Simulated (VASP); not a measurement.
# SnO2 (Pa-3) in VASP: settings compared

The runs below take SnO2 through relaxation of cell and atoms, single point, with LDA, revPBE.

Everything below comes from runs of VASP 6.6.1. Logs are shortened: lines on timing, memory, paths and dates and some standing lists are left out, and cuts for length are marked.

### 1 The cell of the first run

It takes space group Pa-3 (No. 205, cubic). The conventional cell has a = 5.175 Å, b = 5.175 Å, c = 5.175 Å, α = 90.00°, β = 90.00°, γ = 90.00°. Sn (site symmetry -3) has 6 O at 2.11 Å within 2.8 Å. O (site symmetry 3) has 3 Sn at 2.11 Å and 7 O at 2.75 to 2.89 Å within 2.9 Å.

### 2 Relaxation of cell and atoms, LDA

Contents of INCAR:

```
SYSTEM = SnO2
PREC = Accurate
ENCUT = 600
EDIFF = 1E-6
ISMEAR = -1
SIGMA = 0.05
LREAL = .False.
LASPH = .True.
NELM = 80
ALGO = Normal
ISIF = 3
LWAVE = .False.
LCHARG = .False.
GGA = CA
IBRION = 2
NSW = 60
EDIFFG = -0.01
```

Contents of KPOINTS:

```
Automatic mesh
0
Gamma
  5 5 5
  0 0 0
```

Contents of POSCAR:

```
SnO2
1.0
    5.1752560000      0.0000000000      0.0000000000
    0.0000000000      5.1752560000      0.0000000000
    0.0000000000      0.0000000000      5.1752560000
Sn O
4 8
Direct
    0.0000000000      0.0000000000      0.0000000000
    0.5000000000      0.0000000000      0.5000000000
    0.5000000000      0.5000000000      0.0000000000
    0.0000000000      0.5000000000      0.5000000000
    0.6610980000      0.8389020000      0.1610980000
    0.8389020000      0.1610980000      0.6610980000
    0.1610980000      0.6610980000      0.8389020000
    0.3389020000      0.3389020000      0.3389020000
    0.6610980000      0.6610980000      0.6610980000
    0.8389020000      0.3389020000      0.1610980000
    0.1610980000      0.8389020000      0.3389020000
    0.3389020000      0.1610980000      0.8389020000
```

Potentials or basis: VASP PAW LDA potentials, release 64 (Sn_d, O).

On the command line:

```console
$ cat potpaw_LDA.64/Sn_d/POTCAR potpaw_LDA.64/O/POTCAR > POTCAR
$ mpirun -np 1 vasp_std > vasp.out
```

OUTCAR:

```text
SYSTEM = SnO2
   PREC = Accurate
   ENCUT = 600
   EDIFF = 1E-6
   ISMEAR = -1
   LREAL = .False.
   LASPH = .True.
   NELM = 80
   ISIF = 3
   GGA = CA
   IBRION = 2
   NSW = 60
   EDIFFG = -0.01

 ion  position               nearest neighbor table
   1  0.000  0.000  0.000-   5 2.11   6 2.11   7 2.11  10 2.11  11 2.11  12 2.11   2 3.66   3 3.66
                             4 3.66   2 3.66   4 3.66   3 3.66   4 3.66   4 3.66   2 3.66   3 3.66
   2  0.500  0.000  0.500-   5 2.11   6 2.11   8 2.11   9 2.11  11 2.11  12 2.11   1 3.66   3 3.66
                             4 3.66   1 3.66   3 3.66   3 3.66   4 3.66   3 3.66   1 3.66   4 3.66
   3  0.500  0.500  0.000-   5 2.11   7 2.11   8 2.11   9 2.11  10 2.11  12 2.11   1 3.66   2 3.66
                             4 3.66   2 3.66   4 3.66   1 3.66   2 3.66   2 3.66   1 3.66   4 3.66
   4  0.000  0.500  0.500-   6 2.11   7 2.11   8 2.11   9 2.11  10 2.11  11 2.11   1 3.66   2 3.66
                             3 3.66   1 3.66   3 3.66   1 3.66   2 3.66   1 3.66   2 3.66   3 3.66
   5  0.661  0.839  0.161-   1 2.11   2 2.11   3 2.11
   6  0.839  0.161  0.661-   1 2.11   2 2.11   4 2.11
   7  0.161  0.661  0.839-   1 2.11   3 2.11   4 2.11
   8  0.339  0.339  0.339-   2 2.11   3 2.11   4 2.11
   9  0.661  0.661  0.661-   2 2.11   3 2.11   4 2.11
  10  0.839  0.339  0.161-   1 2.11   3 2.11   4 2.11
  11  0.161  0.839  0.339-   1 2.11   2 2.11   4 2.11
  12  0.339  0.161  0.839-   1 2.11   2 2.11   3 2.11

  LATTYP: Found a simple cubic cell.
 ALAT       =     5.1752560000

  Lattice vectors:

 A1 = (   5.1752560000,   0.0000000000,   0.0000000000)
 A2 = (   0.0000000000,   5.1752560000,   0.0000000000)
 A3 = (   0.0000000000,   0.0000000000,   5.1752560000)

Analysis of symmetry for initial positions (statically):
=====================================================================
 Subroutine PRICEL returns:
 Original cell was already a primitive cell.

 Routine SETGRP: Setting up the symmetry group for a
 simple cubic supercell.

 Subroutine GETGRP returns: Found 24 space group operations
 (whereof  6 operations were pure point group operations)
 out of a pool of 48 trial point group operations.

The static configuration has the point symmetry S_6 .
 The point group associated with its full space group is T_h .

Analysis of symmetry for dynamics (positions and initial velocities):
=====================================================================
 Subroutine PRICEL returns:
 Original cell was already a primitive cell.

 Routine SETGRP: Setting up the symmetry group for a
 simple cubic supercell.

 Subroutine GETGRP returns: Found 24 space group operations
 (whereof  6 operations were pure point group operations)
 out of a pool of 48 trial point group operations.

The dynamic configuration has the point symmetry S_6 .
 The point group associated with its full space group is T_h .

 Subroutine INISYM returns: Found 24 space group operations
 (whereof  6 operations are pure point group operations),
 and found     1 'primitive' translations

----------------------------------------------------------------------------------------

                                     Primitive cell

  volume of cell :     138.6103

  direct lattice vectors                    reciprocal lattice vectors
     5.175256000  0.000000000  0.000000000     0.193227156  0.000000000  0.000000000
     0.000000000  5.175256000  0.000000000     0.000000000  0.193227156  0.000000000
     0.000000000  0.000000000  5.175256000     0.000000000  0.000000000  0.193227156

  length of vectors
     5.175256000  5.175256000  5.175256000     0.193227156  0.193227156  0.193227156

  position of ions in fractional coordinates (direct lattice)
     0.000000000  0.000000000  0.000000000
     0.500000000  0.000000000  0.500000000
     0.500000000  0.500000000  0.000000000
     0.000000000  0.500000000  0.500000000
     0.661098000  0.838902000  0.161098000
     0.838902000  0.161098000  0.661098000
     0.161098000  0.661098000  0.838902000
     0.338902000  0.338902000  0.338902000
     0.661098000  0.661098000  0.661098000
     0.838902000  0.338902000  0.161098000
     0.161098000  0.838902000  0.338902000
     0.338902000  0.161098000  0.838902000

  ion indices of the primitive-cell ions
   primitive index   ion index
                 1           1
                 2           2
                 3           3
                 4           4
                 5           5
                 6           6
                 7           7
                 8           8
                 9           9
                10          10
                11          11
                12          12

----------------------------------------------------------------------------------------

 KPOINTS: Automatic mesh

Automatic generation of k-mesh.
 Grid dimensions read from file:
 generate k-points for:    5    5    5

 Generating k-lattice:

  Cartesian coordinates                     Fractional coordinates (reciprocal lattice)
     0.038645431  0.000000000  0.000000000     0.200000000  0.000000000  0.000000000
     0.000000000  0.038645431  0.000000000     0.000000000  0.200000000  0.000000000
     0.000000000  0.000000000  0.038645431     0.000000000  0.000000000  0.200000000

  Length of vectors
     0.038645431  0.038645431  0.038645431

  Shift w.r.t. Gamma in fractional coordinates (k-lattice)
     0.000000000  0.000000000  0.000000000

 Subroutine IBZKPT returns following result:
 ===========================================

 Found     11 irreducible k-points:

 Following reciprocal coordinates:
            Coordinates               Weight
  0.000000  0.000000  0.000000      1.000000
  0.200000  0.000000  0.000000      6.000000
  0.400000  0.000000  0.000000      6.000000
  0.200000  0.200000  0.000000     12.000000
  0.400000  0.200000  0.000000     12.000000
 -0.200000  0.400000  0.000000     12.000000
  0.400000  0.400000  0.000000     12.000000
  0.200000  0.200000  0.200000      8.000000
  0.400000  0.200000  0.200000     24.000000
  0.400000  0.400000  0.200000     24.000000
  0.400000  0.400000  0.400000      8.000000
   k-points           NKPTS =     11   k-points in BZ     NKDIM =     11   number of bands    NBANDS=     62
   number of dos      NEDOS =    301   number of ions     NIONS =     12
   total plane-waves  NPLWV =  74088
   dimension x,y,z NGX =    42 NGY =   42 NGZ =   42
   dimension x,y,z NGXF=    84 NGYF=   84 NGZF=   84
   ions per type =               4   8
   NGX,Y,Z   is equivalent  to a cutoff of  13.49, 13.49, 13.49 a.u.
   NGXF,Y,Z  is equivalent  to a cutoff of  26.98, 26.98, 26.98 a.u.
 SYSTEM =  SnO2
   PREC   = accura    normal or accurate (medium, high low for compatibility)
   ISTART =      0    job   : 0-new  1-cont  2-samecut
   ICHARG =      2    charge: 1-file 2-atom 10-const
   ISPIN  =      1    spin polarized calculation?
   LNONCOLLINEAR =      F non collinear calculations
   LSORBIT =      F    spin-orbit coupling
   LASPH  =      T    aspherical Exc in radial PAW
   ENCUT  =  600.0 eV  44.10 Ry    6.64 a.u.  10.34 10.34 10.34*2*pi/ulx,y,z
   NELM   =     80;   NELMIN=  2; NELMDL= -5     # of ELM steps
   EDIFF  = 0.1E-05   stopping-criterion for ELM
   LREAL  =      F    real-space projection
   EDIFFG = -.1E-01   stopping-criterion for IOM
   NSW    =     60    number of steps for IOM
   IBRION =      2    ionic relax: 0-MD 1-quasi-New 2-CG
   NFREE  =      1    steps in history (QN), initial steepest desc. (CG)
   ISIF   =      3    stress and relaxation
   ISYM   =      2    0-nonsym 1-usesym 2-fastsym
   POTIM  = 0.5000    time-step for ionic-motion
   TEBEG  =    0.0;   TEEND  =   0.0 temperature during run
   PSTRESS=    0.0 pullay stress
   NELECT =     104.0000    total number of electrons
   NUPDOWN=      -1.0000    fix difference up-down
   EMIN   =  10.00;   EMAX   =-10.00  energy-range for DOS
   EFERMI =   0.00;   METHOD = LEGACY
   ISMEAR =    -1;   SIGMA  =   0.05  broadening in eV -4-tet -1-fermi 0-gaus
   EFERMI_NEDOS =   21; number of points for ismear=-14 and -15
   IALGO  =     38    algorithm
   IMIX   =      4    mixing-type and parameters
     AMIX     =   0.40;   BMIX     =  1.00
     AMIX_MAG =   1.60;   BMIX_MAG =  1.00
  volume/ion in A,a.u.               =      11.55        77.95
  Fermi-wavevector in a.u.,A,eV,Ry     =   1.487604  2.811165 30.109240  2.212967
  Thomas-Fermi vector in A             =   2.600744
   LORBIT       =      0    0 simple, 1 ext, 2 COOP (PROOUT), +10 PAW based schemes
   GGA     = CA    functional components
   LHFCALC =     F    Hartree Fock is set to
   AEXX    =    0.0000 exact exchange contribution
   IVDW    =     0    specifies the selected vdW correction
   LEPSILON=     F    determine dielectric tensor
   LRPA    =     F    only Hartree local field effects (RPA)
 conjugate gradient relaxation of ions
 non-spin polarized calculation
  energy-cutoff  :      600.00
  volume of cell :      138.61
 maximum number of plane-waves:      4656
 NGX is ok and might be reduce to    42
   NGX = 21   NGY = 21   NGZ = 21

--------------------------------------- Ionic step        1  -------------------------------------------

 number of electron     104.0000000 magnetization

 Free energy of the ion-electron system (eV)
  ---------------------------------------------------
  ext. energy  EPLUGINS =         0.00000000
  ---------------------------------------------------
  free energy    TOTEN  =       -83.45041582 eV

  energy without entropy =      -83.44995826  energy(sigma->0) =      -83.45018704

------------------------ aborting loop because EDIFF is reached ----------------------------------------

  FORCE on cell =-STRESS in cart. coord.  units (eV):
  Direction    XX          YY          ZZ          XY          YZ          ZX
  --------------------------------------------------------------------------------------
  -------------------------------------------------------------------------------------
  Total      -10.2633938    -10.2633938    -10.2633938     -0.0000000      0.0000000     -0.0000000
  in kB     -118.6331497   -118.6331497   -118.6331497     -0.0000000      0.0000000     -0.0000000
  external PRESSURE =    -118.6331497 kB  Pullay stress =       0.0000000 kB
[... 261 lines left out ...]
  energy  without entropy=      -83.7643843994  energy(sigma->0) =      -83.76438545

--------------------------------------- Ionic step        7  -------------------------------------------

 number of electron     104.0000031 magnetization

 Free energy of the ion-electron system (eV)
  ---------------------------------------------------
  ext. energy  EPLUGINS =         0.00000000
  ---------------------------------------------------
  free energy    TOTEN  =       -83.76442195 eV

  energy without entropy =      -83.76441984  energy(sigma->0) =      -83.76442090

 E-fermi :   7.6739     XC(G=0): -12.4576

 val. band max:        7.0296749117   @ k =  -0.2000   0.4000   0.0000
 cond. band min:       8.1314280313   @ k =   0.0000   0.0000   0.0000
 fundamental gap:      1.1017531196
 Fermi energy:         7.6738969569

 k-point     1 :       0.0000    0.0000    0.0000
  band No.  band energies     occupation
      1     -13.7295      2.00000
      2     -13.7295      2.00000
      3     -13.7295      2.00000
      4     -12.8913      2.00000
      5     -12.8913      2.00000
      6     -12.8913      2.00000
[... 743 lines left out ...]
  FREE ENERGIE OF THE ION-ELECTRON SYSTEM (eV)
  ---------------------------------------------------
  free  energy   TOTEN  =       -83.7644219535 eV

  energy  without entropy=      -83.7644198381  energy(sigma->0) =      -83.76442090

 reached required accuracy - stopping structural energy minimisation
```

Wall time 13 min (1 thread of AMD EPYC 7R43 (Zen 3), shared host); peak memory 0.23 GiB.

What came out:

```
Free energy                           : -83.7644 eV
Relaxed volume                        : 10.88 Å³/atom
Relaxed cell                          : a = 5.073 Å, b = 5.073 Å, c = 5.073 Å, α = 90.00°, β = 90.00°, γ = 90.00°
Space group after relaxing (to 0.1 Å) : Pa-3 (No. 205)
Energy gained by relaxing             : 26.2 meV/atom
Ionic steps                           : 7
Pressure after relaxing               : 0.1 GPa
Largest force after relaxing          : 0.008 eV/Å
Band gap on the k mesh                : 1.10 eV (least direct gap 1.18 eV)
```

Forces in eV/Å, atoms in the order of the input:
```
Sn   0.000  0.000  0.000
Sn   0.000  0.000  0.000
Sn   0.000  0.000  0.000
Sn   0.000  0.000  0.000
O    0.005 -0.005  0.005
O   -0.005  0.005  0.005
O    0.005  0.005 -0.005
O   -0.005 -0.005 -0.005
O    0.005  0.005  0.005
O   -0.005 -0.005  0.005
O    0.005 -0.005 -0.005
O   -0.005  0.005 -0.005
```

The path:
```tsv
step	energy change (eV)	largest force (eV/Å)	pressure (GPa)	volume (Å³)
1	0.0000	0.0397	-11.86	138.61
2	0.1436	0.1089	18.34	122.15
3	-0.3134	0.0205	-0.20	130.76
4	-0.3135	0.0219	0.06	130.61
5	-0.3137	0.0189	0.06	130.60
6	-0.3140	0.0100	0.07	130.58
7	-0.3140	0.0081	0.08	130.54
```

Final structure:
```
Sn O
1.0
     5.07285    0.00000    0.00000
     0.00000    5.07285    0.00000
     0.00000    0.00000    5.07285
Sn O
4 8
Direct
  0.00000 0.00000 0.00000
  0.50000 0.00000 0.50000
  0.50000 0.50000 0.00000
  0.00000 0.50000 0.50000
  0.66013 0.83987 0.16013
  0.83987 0.16013 0.66013
  0.16013 0.66013 0.83987
  0.33987 0.33987 0.33987
  0.66013 0.66013 0.66013
  0.83987 0.33987 0.16013
  0.16013 0.83987 0.33987
  0.33987 0.16013 0.83987
```

Caveat: spin-orbit coupling is left out, which moves the levels of the heavy elements; an odd mesh through Γ misses points on the zone boundary, where band edges can lie.

### 3 Single point, revPBE

Contents of INCAR:

```
SYSTEM = SnO2
PREC = Accurate
ENCUT = 520
EDIFF = 1E-6
ISMEAR = -1
SIGMA = 0.05
LREAL = .FALSE.
LASPH = .TRUE.
NELM = 80
ALGO = Normal
ISIF = 2
LWAVE = .FALSE.
LCHARG = .FALSE.
GGA = RE
NBANDS = 64
```

Contents of KPOINTS:

```
regular mesh
0
G
  5 5 5
  0 0 0
```

POSCAR is that of step 2.

Potentials or basis: VASP PAW PBE potentials, release 64 (Sn_d, O).

On the command line:

```console
$ cat potpaw_PBE.64/Sn_d/POTCAR potpaw_PBE.64/O/POTCAR > POTCAR
$ mpirun -np 1 vasp_std > vasp.out
```

Wall time 72 s (1 thread of Intel Xeon Platinum 8488C (Sapphire Rapids), shared host); peak memory 0.27 GiB.

The run converged. Its results:

| Property | Result |
| --- | --- |
| Free energy | -69.1271 eV |
| Pressure | 3.1 GPa |
| Largest force | 0.013 eV/Å |
| Band gap on the k mesh | 0.61 eV (least direct gap 0.67 eV) |

Forces on the atoms (eV/Å):
```
Sn   0.000  0.000  0.000
Sn   0.000  0.000  0.000
Sn   0.000  0.000  0.000
Sn   0.000  0.000  0.000
O   -0.007  0.007 -0.007
O    0.007 -0.007 -0.007
O   -0.007 -0.007  0.007
O    0.007  0.007  0.007
O   -0.007 -0.007 -0.007
O    0.007  0.007 -0.007
O   -0.007  0.007  0.007
O    0.007 -0.007  0.007
```

Levels at points of the mesh, in eV from the valence-band top:
```csv
k point,band 49,band 50,band 51,band 52,band 53,band 54,band 55,band 56
"(0.00, 0.00, 0.00)",-0.28,-0.06,-0.06,-0.06,0.61,5.79,5.79,5.79
```

Caveat: the cell stands under pressure; the PAW data sets were made with another functional, which shifts forces and pressure a little; spin-orbit coupling is left out, which moves the levels of the heavy elements; an odd mesh through Γ misses points on the zone boundary, where band edges can lie.
